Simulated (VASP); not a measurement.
# Zn7CrSe8 (F-43m) in VASP: single point with PBEsol+U

Aim: the single point of Zn7CrSe8 with PBEsol+U.

Everything below comes from runs of VASP 6.6.1. Logs are shortened: lines on timing, memory, paths and dates and some standing lists are left out, and cuts for length are marked.

### 1 The cell of the first run

Symmetry: F-43m, No. 216, cubic system. Conventional cell: a = 11.335 Å, b = 11.335 Å, c = 11.335 Å, α = 90.00°, β = 90.00°, γ = 90.00°. Cr (site symmetry -43m) has 4 Se at 2.50 Å within 3.3 Å. Zn (site symmetry 2mm) has 4 Se at 2.44 to 2.45 Å within 3.2 Å. Within 3.2 Å of Zn (site symmetry -43m) lie 4 Se at 2.45 Å. Se (site symmetry 3m) has 3 Zn at 2.44 Å and 1 Cr at 2.50 Å within 3.2 Å. Se (site symmetry 3m) has 4 Zn at 2.45 Å within 3.2 Å.

### 2 Single point, PBEsol+U

INCAR

```
ALGO     = Normal         # electronic algorithm
EDIFF    = 1E-6           # SCF threshold, eV
ENCUT    = 500            # plane-wave cutoff, eV
GGA      = PS             # functional
GGA_COMPAT= False        
ISIF     = 2              # what is computed and relaxed
ISMEAR   = 0              # smearing method
LASPH    = True           # aspherical terms in the spheres
LCHARG   = True           # write CHGCAR
LDAU     = True           # DFT+U
LDAUJ    = 0 0 0        
LDAUL    = 2 -1 -1        # shell
LDAUPRINT= 1            
LDAUTYPE = 2            
LDAUU    = 3 0 0          # U, eV
LELF     = True           # ELF
LMAXMIX  = 4              # l up to which the mixer works
LREAL    = False          # projectors in reciprocal space
LVHAR    = True         
LWAVE    = False          # write WAVECAR
NBANDS   = 86             # bands
NELM     = 200            # most SCF steps
PREC     = Accurate       # precision mode
SIGMA    = 0.05           # smearing width, eV
```

KPOINTS

```
k-points
0
Gamma
  3 3 3
```

POSCAR

```
Zn7CrSe8
1.0
    0.0000000000      5.6676000000      5.6676000000
    5.6676000000      0.0000000000      5.6676000000
    5.6676000000      5.6676000000      0.0000000000
Cr Zn Se
1 7 8
Direct
    1.0000000000      1.0000000000      0.0000000000
    0.9998876788      0.9998876788      0.5001123212
    0.9998876788      0.5001123212      0.9998876788
    0.9998876788      0.5001123212      0.5001123212
    0.5001123212      0.9998876788      0.9998876788
    0.5001123212      0.9998876788      0.5001123212
    0.5001123212      0.5001123212      0.9998876788
    0.5000000000      0.5000000000      0.5000000000
    0.1272911663      0.1272911663      0.1272911663
    0.1272911663      0.1272911663      0.6181265011
    0.1272911663      0.6181265011      0.1272911663
    0.1250644043      0.6249785319      0.6249785319
    0.6181265011      0.1272911663      0.1272911663
    0.6249785319      0.1250644043      0.6249785319
    0.6249785319      0.6249785319      0.1250644043
    0.6249785319      0.6249785319      0.6249785319
```

Potentials or basis: VASP PAW PBE potentials, release 64 (Cr_pv, Zn, Se).

Started as:

```bash
$ cat potpaw_PBE.64/Cr_pv/POTCAR potpaw_PBE.64/Zn/POTCAR potpaw_PBE.64/Se/POTCAR > POTCAR
$ mpirun -np 1 vasp_std > vasp.out
```

OUTCAR:

```text
EDIFF = 1E-6
   ENCUT = 500
   GGA = PS
   ISIF = 2
   ISMEAR = 0
   LASPH = True
   LREAL = False
   NELM = 200
   PREC = Accurate

 ion  position               nearest neighbor table
   1  0.000  0.000  0.000-   9 2.50  10 2.50  11 2.50  13 2.50
   2  1.000  1.000  0.500-  10 2.44   9 2.44  12 2.45  14 2.45
   3  1.000  0.500  1.000-  11 2.44   9 2.44  12 2.45  15 2.45
   4  1.000  0.500  0.500-  10 2.44  11 2.44  12 2.45  16 2.45
   5  0.500  1.000  1.000-  13 2.44   9 2.44  14 2.45  15 2.45
   6  0.500  1.000  0.500-  10 2.44  13 2.44  14 2.45  16 2.45
[... 8 lines left out ...]
  15  0.625  0.625  0.125-   7 2.45   5 2.45   3 2.45   8 2.45
  16  0.625  0.625  0.625-   4 2.45   6 2.45   7 2.45   8 2.45

  LATTYP: Found a face centered cubic cell.
 ALAT       =    11.3352000000

  Lattice vectors:

 A1 = (   0.0000000000,   5.6676000000,   5.6676000000)
 A2 = (   5.6676000000,   0.0000000000,   5.6676000000)
 A3 = (   5.6676000000,   5.6676000000,   0.0000000000)

Analysis of symmetry for initial positions (statically):
=====================================================================
 Subroutine PRICEL returns:
 Original cell was already a primitive cell.

 Routine SETGRP: Setting up the symmetry group for a
 face centered cubic supercell.

 Subroutine GETGRP returns: Found 24 space group operations
 (whereof 24 operations were pure point group operations)
 out of a pool of 48 trial point group operations.

The static configuration has the point symmetry T_d .

Analysis of symmetry for dynamics (positions and initial velocities):
=====================================================================
 Subroutine PRICEL returns:
 Original cell was already a primitive cell.

 Routine SETGRP: Setting up the symmetry group for a
 face centered cubic supercell.

 Subroutine GETGRP returns: Found 24 space group operations
[... 164 lines left out ...]

spin component  2

  0.1224  0.0000  0.0000 -0.0000 -0.0000
  0.0000  0.1224 -0.0000 -0.0000 -0.0000
  0.0000 -0.0000  0.8601 -0.0000 -0.0000
 -0.0000 -0.0000 -0.0000  0.1224  0.0000
 -0.0000 -0.0000 -0.0000  0.0000  0.8601

 occupancies and eigenvectors

  o =  0.1224  v =  0.0000 -0.4240 -0.0000 -0.9057  0.0000  0.0000  0.0000  0.0000  0.0000  0.0000      0.0000  0.0000  0.0000  0.0000  0.0000  0.0000  0.0000  0.0000  0.0000  0.0000
  o =  0.1224  v =  0.0000  0.0000  0.0000  0.0000  0.0000  0.0000 -0.4240 -0.0000 -0.9057  0.0000      0.0000  0.0000  0.0000  0.0000  0.0000  0.0000  0.0000  0.0000  0.0000  0.0000
  o =  0.1224  v =  0.0000  0.9057  0.0000 -0.4240  0.0000  0.0000  0.0000  0.0000  0.0000  0.0000      0.0000  0.0000  0.0000  0.0000  0.0000  0.0000  0.0000  0.0000  0.0000  0.0000
  o =  0.1224  v =  0.0000  0.0000  0.0000  0.0000  0.0000  0.0000  0.9057  0.0000 -0.4240  0.0000      0.0000  0.0000  0.0000  0.0000  0.0000  0.0000  0.0000  0.0000  0.0000  0.0000
  o =  0.1224  v =  1.0000  0.0000  0.0000  0.0000  0.0000  0.0000  0.0000  0.0000  0.0000  0.0000      0.0000  0.0000  0.0000  0.0000  0.0000  0.0000  0.0000  0.0000  0.0000  0.0000
  o =  0.1224  v =  0.0000  0.0000  0.0000  0.0000  0.0000  1.0000  0.0000  0.0000  0.0000  0.0000      0.0000  0.0000  0.0000  0.0000  0.0000  0.0000  0.0000  0.0000  0.0000  0.0000
  o =  0.8601  v =  0.0000  0.0000  0.0000  0.0000  0.0000  0.0000  0.0000 -0.9999 -0.0000  0.0106      0.0000  0.0000  0.0000  0.0000  0.0000  0.0000  0.0000  0.0000  0.0000  0.0000
  o =  0.8601  v =  0.0000  0.0000 -0.9999 -0.0000  0.0106  0.0000  0.0000  0.0000  0.0000  0.0000      0.0000  0.0000  0.0000  0.0000  0.0000  0.0000  0.0000  0.0000  0.0000  0.0000
  o =  0.8601  v =  0.0000  0.0000  0.0000  0.0000  0.0000  0.0000 -0.0000 -0.0106 -0.0000 -0.9999      0.0000  0.0000  0.0000  0.0000  0.0000  0.0000  0.0000  0.0000  0.0000  0.0000
  o =  0.8601  v =  0.0000 -0.0000 -0.0106 -0.0000 -0.9999  0.0000  0.0000  0.0000  0.0000  0.0000      0.0000  0.0000  0.0000  0.0000  0.0000  0.0000  0.0000  0.0000  0.0000  0.0000

 number of electron     144.0000086 magnetization

 Free energy of the ion-electron system (eV)
  ---------------------------------------------------
  ext. energy  EPLUGINS =         0.00000000
  ---------------------------------------------------
  free energy    TOTEN  =       -57.26106840 eV

  energy without entropy =      -57.26106840  energy(sigma->0) =      -57.26106840

 E-fermi :   2.5444     XC(G=0):  -9.5469

 val. band max:        2.2617806036   @ k =   0.3333   0.3333   0.0000
 cond. band min:       3.0015338739   @ k =   0.0000   0.0000   0.0000
 fundamental gap:      0.7397532703
 Fermi energy:         2.5443642135

 k-point     1 :       0.0000    0.0000    0.0000
  band No.  band energies     occupation
      1     -39.8944      2.00000
      2     -39.8944      2.00000
      3     -39.8943      2.00000
      4     -11.5378      2.00000
      5     -10.7546      2.00000
      6     -10.7546      2.00000
[... 337 lines left out ...]
     83       6.6244      0.00000
     84       6.7556      0.00000
 [bands above 84 left out]

------------------------ aborting loop because EDIFF is reached ----------------------------------------

  FORCE on cell =-STRESS in cart. coord.  units (eV):
  Direction    XX          YY          ZZ          XY          YZ          ZX
  --------------------------------------------------------------------------------------
  -------------------------------------------------------------------------------------
  Total       -2.0467945     -2.0467945     -2.0467945      0.0000000      0.0000000      0.0000000
  in kB       -9.0065250     -9.0065250     -9.0065250      0.0000000      0.0000000      0.0000000
  external PRESSURE =      -9.0065250 kB  Pullay stress =       0.0000000 kB

 VOLUME and BASIS-vectors are now :
 -----------------------------------------------------------------------------
  energy-cutoff  :      500.00
  volume of cell :      364.11
      direct lattice vectors                 reciprocal lattice vectors
     0.000000000  5.667600000  5.667600000    -0.088220764  0.088220764  0.088220764
     5.667600000  0.000000000  5.667600000     0.088220764 -0.088220764  0.088220764
     5.667600000  5.667600000  0.000000000     0.088220764  0.088220764 -0.088220764

 POSITION                                       TOTAL-FORCE (eV/Angst)
 -----------------------------------------------------------------------------------
      0.00000      0.00000      0.00000        -0.000000     -0.000000     -0.000000
      8.50140      8.50140     11.33393        -0.000000     -0.000000     -0.032597
      8.50140     11.33393      8.50140        -0.000000     -0.032597     -0.000000
      5.66887      8.50140      8.50140         0.032597     -0.000000     -0.000000
     11.33393      8.50140      8.50140        -0.032597     -0.000000     -0.000000
      8.50140      5.66887      8.50140        -0.000000      0.032597     -0.000000
[... 8 lines left out ...]
      4.25094      4.25094      7.08426        -0.007897     -0.007897      0.007897
      7.08426      7.08426      7.08426         0.007897      0.007897      0.007897
 -----------------------------------------------------------------------------------
    total drift:                               -0.000001     -0.000001     -0.000001

  FREE ENERGIE OF THE ION-ELECTRON SYSTEM (eV)
  ---------------------------------------------------
  free  energy   TOTEN  =       -57.2610683969 eV

  energy  without entropy=      -57.2610683969  energy(sigma->0) =      -57.26106840
```

Run time: 5.2 min. Hardware: 1 thread of Intel Xeon 8259CL, shared host; peak memory 0.54 GiB.

What came out:

| Quantity | Value |
| --- | --- |
| Free energy | -57.2611 eV |
| Pressure | -0.9 GPa |
| Largest force | 0.593 eV/Å |
| Band gap on the k mesh | 0.74 eV (least direct gap 1.02 eV) |

Forces on the atoms (eV/Å):
```
Cr   0.000  0.000  0.000
Zn   0.000  0.000 -0.033
Zn   0.000 -0.033  0.000
Zn   0.033  0.000  0.000
Zn  -0.033  0.000  0.000
Zn   0.000  0.033  0.000
Zn   0.000  0.000  0.033
Zn   0.000  0.000  0.000
Se  -0.343 -0.343 -0.343
Se   0.343  0.343 -0.343
Se   0.343 -0.343  0.343
Se   0.008 -0.008 -0.008
Se  -0.343  0.343  0.343
Se  -0.008  0.008 -0.008
Se  -0.008 -0.008  0.008
Se   0.008  0.008  0.008
```

Levels at points of the mesh, in eV from the valence-band top:
| k point | band 69 | band 70 | band 71 | band 72 | band 73 | band 74 | band 75 | band 76 |
| --- | --- | --- | --- | --- | --- | --- | --- | --- |
| (0.00, 0.00, 0.00) | -0.77 | -0.77 | -0.28 | -0.28 | 0.74 | 1.65 | 1.65 | 1.65 |

Eigenvalues of the final occupation matrices:
| site | spin | trace | eigenvalues |
| --- | --- | --- | --- |
| site 1 d | 1 | 2.09 | 0.12 0.12 0.12 0.86 0.86 |
| site 1 d | 2 | 2.09 | 0.12 0.12 0.12 0.86 0.86 |

Caveat: the PAW data sets were made with another functional, which shifts forces and pressure a little; an odd mesh through Γ misses points on the zone boundary, where band edges can lie.
